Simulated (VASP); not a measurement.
# HfN (Fmmm) in VASP: further runs

The runs below take HfN through single point, with r2SCAN.

Everything below comes from runs of VASP 6.6.1. Logs are shortened: lines on timing, memory, paths and dates and some standing lists are left out, and cuts for length are marked.

**1. The cell of the first run**

The structure is orthorhombic, space group Fmmm (No. 69). Conventional cell: a = 4.450 Å, b = 4.518 Å, c = 4.586 Å, α = 90.00°, β = 90.00°, γ = 90.00°. Hf (site symmetry mmm) has 6 N at 2.23 to 2.29 Å within 2.9 Å. Within 2.9 Å of N (site symmetry mmm) lie 6 Hf at 2.23 to 2.29 Å.

**2. Single point, r2SCAN (strain +0.0150 x Voigt [1, -1, 0, 0, 0, 0])**

Contents of POSCAR:

```
HfN
1.0
    0.0000000000      2.2251150000      2.2590000000
    2.2928850000      0.0000000000      2.2590000000
    2.2928850000      2.2251150000      0.0000000000
Hf N
1 1
Direct
    0.0000000000      0.0000000000      0.0000000000
    0.5000000000      0.5000000000      0.5000000000
```

Contents of INCAR.step1:

```
ALGO = Normal
EDIFF = 1E-4
ENCUT = 520
GGA = PE
ISMEAR = 0
LASPH = True
LCHARG = False
LREAL = False
LWAVE = True
NBANDS = 14
NELM = 80
PREC = Accurate
SIGMA = 0.15
```

Contents of INCAR.step2:

```
ALGO = Normal
EDIFF = 1E-6
ENCUT = 520
ISIF = 2
ISMEAR = 0
ISTART = 1
LASPH = True
LCHARG = False
LMIXTAU = True
LREAL = False
LWAVE = False
METAGGA = R2SCAN
NBANDS = 14
NELM = 80
PREC = Accurate
SIGMA = 0.15
```

Contents of KPOINTS:

```
k-points
0
Gamma
  18 18 18
```

Potentials or basis: VASP PAW PBE potentials, release 64 (Hf_pv, N).

Started as:

```sh
$ cat potpaw_PBE.64/Hf_pv/POTCAR potpaw_PBE.64/N/POTCAR > POTCAR
$ cp INCAR.step1 INCAR
$ mpirun -np 1 vasp_std > vasp.out
$ cp INCAR.step2 INCAR
$ mpirun -np 1 vasp_std > vasp.out
```

OUTCAR:

```text
EDIFF = 1E-6
   ENCUT = 520
   ISIF = 2
   ISMEAR = 0
   ISTART = 1
   LASPH = True
   LREAL = False
   METAGGA = R2SCAN
   NELM = 80
   PREC = Accurate

 ion  position               nearest neighbor table
   1  0.000  0.000  0.000-   2 2.23   2 2.23   2 2.26   2 2.26   2 2.29   2 2.29
   2  0.500  0.500  0.500-   1 2.23   1 2.23   1 2.26   1 2.26   1 2.29   1 2.29

  LATTYP: Found a face centered orthorhombic cell.
 ALAT       =     4.4502300000
 B/A-ratio  =     1.0152284264
 C/A-ratio  =     1.0304568528

  Lattice vectors:

 A1 = (  -2.2928850000,   0.0000000000,  -2.2590000000)
 A2 = (  -2.2928850000,   2.2251150000,   0.0000000000)
 A3 = (   0.0000000000,   2.2251150000,  -2.2590000000)

Analysis of symmetry for initial positions (statically):
=====================================================================
 Subroutine PRICEL returns:
 Original cell was already a primitive cell.

 Routine SETGRP: Setting up the symmetry group for a
 face centered orthorhombic supercell.

 Subroutine GETGRP returns: Found  8 space group operations
 (whereof  8 operations were pure point group operations)
 out of a pool of  8 trial point group operations.

The static configuration has the point symmetry D_2h.

Analysis of symmetry for dynamics (positions and initial velocities):
=====================================================================
 Subroutine PRICEL returns:
 Original cell was already a primitive cell.

 Routine SETGRP: Setting up the symmetry group for a
 face centered orthorhombic supercell.

 Subroutine GETGRP returns: Found  8 space group operations
 (whereof  8 operations were pure point group operations)
 out of a pool of  8 trial point group operations.

The dynamic configuration has the point symmetry D_2h.

 Subroutine INISYM returns: Found  8 space group operations
 (whereof  8 operations are pure point group operations),
 and found     1 'primitive' translations

----------------------------------------------------------------------------------------

                                     Primitive cell

  volume of cell :      23.0505

  direct lattice vectors                    reciprocal lattice vectors
     0.000000000  2.225115000  2.259000000    -0.218065886  0.224707487  0.221336875
     2.292885000  0.000000000  2.259000000     0.218065886 -0.224707487  0.221336875
     2.292885000  2.225115000  0.000000000     0.218065886  0.224707487 -0.221336875

  length of vectors
     3.170838653  3.218757932  3.195067822     0.383452993  0.383452993  0.383452993

  position of ions in fractional coordinates (direct lattice)
     0.000000000  0.000000000  0.000000000
     0.500000000  0.500000000  0.500000000

  ion indices of the primitive-cell ions
   primitive index   ion index
                 1           1
                 2           2

----------------------------------------------------------------------------------------

 KPOINTS: k-points

Automatic generation of k-mesh.
 Grid dimensions read from file:
 generate k-points for:   18   18   18

 Generating k-lattice:

  Cartesian coordinates                     Fractional coordinates (reciprocal lattice)
    -0.012114771  0.012483749  0.012296493     0.055555556 -0.000000000 -0.000000000
     0.012114771 -0.012483749  0.012296493     0.000000000  0.055555556  0.000000000
     0.012114771  0.012483749 -0.012296493     0.000000000  0.000000000  0.055555556

  Length of vectors
     0.021302944  0.021302944  0.021302944

  Shift w.r.t. Gamma in fractional coordinates (k-lattice)
     0.000000000  0.000000000  0.000000000

 Subroutine IBZKPT returns following result:
 ===========================================

 Found    865 irreducible k-points:

 Following reciprocal coordinates:
            Coordinates               Weight
  0.000000  0.000000  0.000000      1.000000
  0.055556  0.000000  0.000000      8.000000
  0.111111  0.000000  0.000000      8.000000
  0.166667 -0.000000  0.000000      8.000000
  0.222222  0.000000  0.000000      8.000000
  0.277778  0.000000  0.000000      8.000000
[... 16 lines left out ...]
 -0.277778  0.055556  0.000000      8.000000
 -0.222222  0.055556 -0.000000      8.000000
 [... further k-points ...]
   k-points           NKPTS =    865   k-points in BZ     NKDIM =    865   number of bands    NBANDS=     14
   number of dos      NEDOS =    301   number of ions     NIONS =      2
   total plane-waves  NPLWV =  13824
   dimension x,y,z NGX =    24 NGY =   24 NGZ =   24
   dimension x,y,z NGXF=    48 NGYF=   48 NGZF=   48
   ions per type =               1   1
   NGX,Y,Z   is equivalent  to a cutoff of  12.58, 12.40, 12.49 a.u.
   NGXF,Y,Z  is equivalent  to a cutoff of  25.17, 24.79, 24.98 a.u.
 SYSTEM =  unknown system
   PREC   = accura    normal or accurate (medium, high low for compatibility)
   ISTART =      1    job   : 0-new  1-cont  2-samecut
   ICHARG =      0    charge: 1-file 2-atom 10-const
   ISPIN  =      1    spin polarized calculation?
[... 65 lines left out ...]
      4     -10.1723      2.00000
      5       5.0388      2.00000
      6       5.1020      2.00000
      7       5.1774      2.00000
      8       8.0268      2.00000
      9       8.2007      1.99804
     10       8.3720      1.86178
     11      10.0429      0.00000
     12      10.5456      0.00000
     13      11.1132      0.00000
     14      18.5872      0.00000

 k-point     2 :       0.0556    0.0000    0.0000
  band No.  band energies     occupation
      1     -24.0378      2.00000
      2     -24.0083      2.00000
      3     -23.9889      2.00000
      4     -10.1004      2.00000
      5       4.7649      2.00000
      6       4.8891      2.00000
      7       4.9709      2.00000
      8       8.1422      1.99974
      9       8.3023      1.96760
     10       8.4600      1.48595
     11      10.2868      0.00000
     12      10.7898      0.00000
     13      11.3497      0.00000
     14      18.8353      0.00000

 k-point     3 :       0.1111    0.0000    0.0000
  band No.  band energies     occupation
      1     -24.1245      2.00000
      2     -24.0209      2.00000
      3     -23.9960      2.00000
      4      -9.8923      2.00000
      5       4.0170      2.00000
      6       4.4235      2.00000
      7       4.5031      2.00000
      8       8.3990      1.78040
      9       8.5597      0.77409
     10       8.6995      0.10838
     11      10.9377      0.00000
     12      11.4442      0.00000
     13      11.9857      0.00000
     14      19.5339      0.00000

 k-point     4 :       0.1667   -0.0000    0.0000
  band No.  band energies     occupation
      1     -24.2609      2.00000
      2     -24.0352      2.00000
      3     -24.0050      2.00000
      4      -9.5687      2.00000
      5       3.0824      2.00000
      6       3.8624      2.00000
      7       3.9320      2.00000
      8       8.6501      0.25423
      9       8.9876      0.00002
     10       9.0988      0.00000
     11      11.8221      0.00000
     12      12.3508      0.00000
     13      12.8701      0.00000
     14      19.5174      0.00000

 k-point     5 :       0.2222    0.0000    0.0000
  band No.  band energies     occupation
      1     -24.4238      2.00000
      2     -24.0519      2.00000
      3     -24.0156      2.00000
      4      -9.1609      2.00000
      5       2.1186      2.00000
      6       3.3077      2.00000
      7       3.3631      2.00000
      8       8.9472      0.00008
      9       9.5660      0.00000
     10       9.6325      0.00000
     11      12.7772      0.00000
[... 276 lines left out ...]
 k-point    22 :      -0.3333    0.0556   -0.0000
  band No.  band energies     occupation
      1     -24.7816      2.00000
      2     -24.1077      2.00000
      3     -24.0469      2.00000
      4      -8.1199      2.00000
      5       0.1848      2.00000
      6       2.2166      2.00000
      7       2.4619      2.00000
      8       9.9785      0.00000
      9      10.8959      0.00000
     10      11.7543      0.00000
     11      14.0951      0.00000
     12      15.4419      0.00000
     13      16.6191      0.00000
     14      19.5170      0.00000

 k-point    23 :      -0.2778    0.0556    0.0000
  band No.  band energies     occupation
      1     -24.6419      2.00000
      2     -24.0933      2.00000
      3     -24.0345      2.00000
      4      -8.5408      2.00000
      5       0.8931      2.00000
      6       2.5450      2.00000
      7       2.8697      2.00000
      8       9.4007      0.00000
      9      10.1830      0.00000
     10      11.1054      0.00000
     11      13.5698      0.00000
     12      14.5724      0.00000
     13      15.7504      0.00000
     14      19.5172      0.00000

 k-point    24 :      -0.2222    0.0556   -0.0000
  band No.  band energies     occupation
      1     -24.4822      2.00000
      2     -24.0758      2.00000
      3     -24.0218      2.00000
      4      -8.9822      2.00000
      5       1.7173      2.00000
      6       2.9759      2.00000
      7       3.3639      2.00000
      8       8.9721      0.00003
      9       9.5287      0.00000
     10      10.4106      0.00000
     11      12.6858      0.00000
     12      13.6739      0.00000
     13      14.7766      0.00000
     14      19.5173      0.00000

 [... further k-points ...]
[... 5 lines left out ...]
  --------------------------------------------------------------------------------------
  -------------------------------------------------------------------------------------
  Total       -1.1277055      0.9551081     -0.1539340      0.0000000      0.0000000      0.0000000
  in kB      -78.3836191     66.3868645    -10.6995199      0.0000000      0.0000000      0.0000000
  external PRESSURE =      -7.5654248 kB  Pullay stress =       0.0000000 kB

 VOLUME and BASIS-vectors are now :
 -----------------------------------------------------------------------------
  energy-cutoff  :      520.00
  volume of cell :       23.05
      direct lattice vectors                 reciprocal lattice vectors
     0.000000000  2.225115000  2.259000000    -0.218065886  0.224707487  0.221336875
     2.292885000  0.000000000  2.259000000     0.218065886 -0.224707487  0.221336875
     2.292885000  2.225115000  0.000000000     0.218065886  0.224707487 -0.221336875

 POSITION                                       TOTAL-FORCE (eV/Angst)
 -----------------------------------------------------------------------------------
      0.00000      0.00000      0.00000         0.000000      0.000000      0.000000
      2.29289      2.22512      2.25900         0.000000      0.000000     -0.000000
 -----------------------------------------------------------------------------------
    total drift:                                0.000000     -0.000000     -0.000000

  FREE ENERGIE OF THE ION-ELECTRON SYSTEM (eV)
  ---------------------------------------------------
  free  energy   TOTEN  =       -58.2227576986 eV

  energy  without entropy=      -58.2161620785  energy(sigma->0) =      -58.21945989
```

It took 20 min on 1 thread of Oxide Virtual Turin-like, shared host; peak memory 0.36 GiB.

Results:

* Free energy: -58.2228 eV
* Pressure: -0.8 GPa

Stress tensor (GPa, compression positive):
```
-7.84  0.00  0.00
 0.00  6.64  0.00
 0.00  0.00 -1.07
```

Levels at points of the mesh, in eV from the Fermi level:
```
           k point  band 5  band 6  band 7  band 8  band 9  band 10  band 11  band 12
(0.00, 0.00, 0.00)   -3.49   -3.43   -3.35   -0.50   -0.33    -0.16     1.51     2.02
(0.50, 0.00, 0.00)   -9.34   -6.66   -6.65    3.38    3.71     3.90     4.61     8.74
(0.50, 0.50, 0.00)   -5.93   -4.19   -4.06   -3.88    4.05     5.34     5.78     5.91
(0.50, 0.00, 0.50)   -5.77   -4.23   -4.17   -3.93    4.13     5.45     5.68     5.85
(0.00, 0.50, 0.50)   -6.08   -4.10   -4.02   -3.85    4.11     5.45     5.65     5.83
```

Caveat: the cell differs from its parent crystal (strain +0.0150 x Voigt [1, -1, 0, 0, 0, 0]); the PAW data sets were made with another functional, which shifts forces and pressure a little; spin-orbit coupling is left out, which moves the levels of the heavy elements.

**3. Single point, r2SCAN (strain +0.0075 x Voigt [1, -1, 0, 0, 0, 0])**

Contents of POSCAR:

```
HfN
1.0
    0.0000000000      2.2420575000      2.2590000000
    2.2759425000      0.0000000000      2.2590000000
    2.2759425000      2.2420575000      0.0000000000
Hf N
1 1
Direct
    0.0000000000      0.0000000000      0.0000000000
    0.5000000000      0.5000000000      0.5000000000
```

Contents of INCAR.step1:

```
SYSTEM = HfN
  ALGO = Normal
  EDIFF = 1E-4
  ENCUT = 520
  GGA = PE
  ISMEAR = 0
  LASPH = .TRUE.
  LCHARG = .FALSE.
  LREAL = .FALSE.
  LWAVE = .TRUE.
  NBANDS = 14
  NELM = 100
  PREC = Accurate
  SIGMA = 0.15
```

Contents of INCAR.step2:

```
SYSTEM = HfN
  ALGO = Normal
  EDIFF = 1E-6
  ENCUT = 520
  ISIF = 2
  ISMEAR = 0
  ISTART = 1
  LASPH = .TRUE.
  LCHARG = .FALSE.
  LMIXTAU = .TRUE.
  LREAL = .FALSE.
  LWAVE = .FALSE.
  METAGGA = R2SCAN
  NBANDS = 14
  NELM = 100
  PREC = Accurate
  SIGMA = 0.15
```

Contents of KPOINTS:

```
k-points
0
G
  18 18 18
  0 0 0
```

Potentials or basis: VASP PAW PBE potentials, release 64 (Hf_pv, N).

Started as:

```sh
$ cat potpaw_PBE.64/Hf_pv/POTCAR potpaw_PBE.64/N/POTCAR > POTCAR
$ cp INCAR.step1 INCAR
$ mpirun -np 1 vasp_std > vasp.out
$ cp INCAR.step2 INCAR
$ mpirun -np 1 vasp_std > vasp.out
```

Wall time 15 min (1 thread of Oxide Virtual Turin-like, shared host); peak memory 0.36 GiB.

The run converged. Its results:

| Item | Value |
| --- | --- |
| Free energy | -58.2344 eV |
| Pressure | -1.1 GPa |

Stress tensor (GPa, compression positive):
```
-4.68  0.00  0.00
 0.00  2.49  0.00
 0.00  0.00 -1.21
```

Levels at points of the mesh, in eV from the Fermi level:
| k point | band 6 | band 7 | band 8 | band 9 | band 10 | band 11 |
| --- | --- | --- | --- | --- | --- | --- |
| (0.00, 0.00, 0.00) | -3.42 | -3.38 | -0.41 | -0.33 | -0.24 | 1.78 |
| (0.50, 0.00, 0.00) | -6.64 | -6.64 | 3.39 | 3.75 | 3.84 | 4.62 |
| (0.50, 0.50, 0.00) | -4.16 | -4.09 | -3.88 | 4.12 | 5.46 | 5.67 |
| (0.50, 0.00, 0.50) | -4.18 | -4.15 | -3.90 | 4.14 | 5.51 | 5.62 |
| (0.00, 0.50, 0.50) | -4.11 | -4.07 | -3.86 | 4.14 | 5.51 | 5.61 |

Caveat: the cell differs from its parent crystal (strain +0.0075 x Voigt [1, -1, 0, 0, 0, 0]); the PAW data sets were made with another functional, which shifts forces and pressure a little; spin-orbit coupling is left out, which moves the levels of the heavy elements.

**4. Single point, r2SCAN (strain +0.0025 x Voigt [1, -1, 0, 0, 0, 0])**

Contents of POSCAR:

```
HfN
1.0
    0.0000000000      2.2533525000      2.2590000000
    2.2646475000      0.0000000000      2.2590000000
    2.2646475000      2.2533525000      0.0000000000
Hf N
1 1
Direct
    0.0000000000      0.0000000000      0.0000000000
    0.5000000000      0.5000000000      0.5000000000
```

Contents of INCAR.step1:

```
ALGO     = Normal         # electronic algorithm
EDIFF    = 1E-4           # SCF threshold, eV
ENCUT    = 520            # plane-wave cutoff, eV
GGA      = PE             # functional
ISMEAR   = 0              # smearing method
LASPH    = True           # aspherical terms in the spheres
LCHARG   = False          # write CHGCAR
LREAL    = False          # projectors in reciprocal space
LWAVE    = True           # write WAVECAR
NBANDS   = 14             # bands
NELM     = 80             # most SCF steps
PREC     = Accurate       # precision mode
SIGMA    = 0.15           # smearing width, eV
```

Contents of INCAR.step2:

```
ALGO     = Normal         # electronic algorithm
EDIFF    = 1E-6           # SCF threshold, eV
ENCUT    = 520            # plane-wave cutoff, eV
ISIF     = 2              # what is computed and relaxed
ISMEAR   = 0              # smearing method
ISTART   = 1            
LASPH    = True           # aspherical terms in the spheres
LCHARG   = True           # write CHGCAR
LELF     = True           # ELF
LMIXTAU  = True         
LREAL    = False          # projectors in reciprocal space
LVHAR    = True         
LWAVE    = False          # write WAVECAR
METAGGA  = R2SCAN         # meta-GGA
NBANDS   = 14             # bands
NELM     = 80             # most SCF steps
PREC     = Accurate       # precision mode
SIGMA    = 0.15           # smearing width, eV
```

Contents of KPOINTS:

```
k-points
0
Gamma
  18 18 18
```

Started as:

```sh
$ cat potpaw_PBE.64/Hf_pv/POTCAR potpaw_PBE.64/N/POTCAR > POTCAR
$ cp INCAR.step1 INCAR
$ mpirun -np 1 vasp_std > vasp.out
$ cp INCAR.step2 INCAR
$ mpirun -np 1 vasp_std > vasp.out
```

Run time: 17 min. Hardware: 1 thread of Oxide Virtual Turin-like, shared host; peak memory 0.36 GiB.

The run converged. Its results:

```yaml
Free_energy: -58.2378 eV
Pressure: -1.2 GPa
```

Stress tensor (GPa, compression positive):
```
-2.43  0.00  0.00
 0.00 -0.05  0.00
 0.00  0.00 -1.25
```

Levels at points of the mesh, in eV from the Fermi level:
```
           k point  band 6  band 7  band 8  band 9  band 10  band 11
(0.00, 0.00, 0.00)   -3.42   -3.41   -0.36   -0.33    -0.30     1.95
(0.50, 0.00, 0.00)   -6.64   -6.64    3.40    3.77     3.81     4.62
(0.50, 0.50, 0.00)   -4.14   -4.11   -3.88    4.14     5.53     5.60
(0.50, 0.00, 0.50)   -4.14   -4.13   -3.89    4.15     5.55     5.59
(0.00, 0.50, 0.50)   -4.12   -4.11   -3.88    4.14     5.55     5.58
```

Caveat: the cell differs from its parent crystal (strain +0.0025 x Voigt [1, -1, 0, 0, 0, 0]); the PAW data sets were made with another functional, which shifts forces and pressure a little; spin-orbit coupling is left out, which moves the levels of the heavy elements.

**5. Summary**

```tsv
cell	gap on the mesh (eV)	pressure (GPa)
a = 3.171, b = 3.219, c = 3.195 Å, angles 59.3, 60.7, 60.0°, 2 atoms	none	-0.8
a = 3.183, b = 3.207, c = 3.195 Å, angles 59.6, 60.4, 60.0°, 2 atoms	none	-1.1
a = 3.191, b = 3.199, c = 3.195 Å, angles 59.9, 60.1, 60.0°, 2 atoms	none	-1.2
```

Alike in all rows: task single point; level r2SCAN; potentials or basis VASP PAW PBE potentials, release 64 (Hf_pv, N); no spin polarisation; k mesh 18 × 18 × 18; cutoff (eV) 520; smearing gaussian 0.15 eV.

Caveats: the PAW data sets were made with another functional, which shifts forces and pressure a little; spin-orbit coupling is left out, which moves the levels of the heavy elements.

Total energies depend on the potentials used, so only differences within one code and one set of settings carry meaning.
